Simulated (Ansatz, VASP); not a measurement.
One calculation of Pt, two programs

```
Pt
1.0
     0.00000    1.96090    1.96090
     1.96090    0.00000    1.96090
     1.96090    1.96090    0.00000
Pt
1
Direct
  0.00000 0.00000 0.00000
```

Alike in both runs: task single point; functional PBEsol; k mesh 18 × 18 × 18; occupations gaussian, width 0.1 eV; no spin polarisation.

```csv
,VASP,Ansatz
version,VASP 6.6.1,Ansatz 0.2.0
potentials or method,"VASP PAW PBE potentials, release 64 (Pt), cutoff 520 eV","scalar-relativistic, plane waves, PAW"
valence electrons in the cell,10,18
```

Ansatz gave:

* gap on the k mesh at the Fermi level (eV): none
* pressure (GPa): -0.8

Problem. Which values does VASP return?

Solution. gap on the k mesh at the Fermi level (eV): none; pressure (GPa): -1.2.

VASP's potentials were made for PBE, not for PBEsol. A gap of «none» marks a metal or a gap that the smearing closes. VASP's potentials hold 10 valence electrons a cell and Ansatz's 18, so a difference there can come from the potentials and not from the codes.

Neither program's run includes spin-orbit coupling.
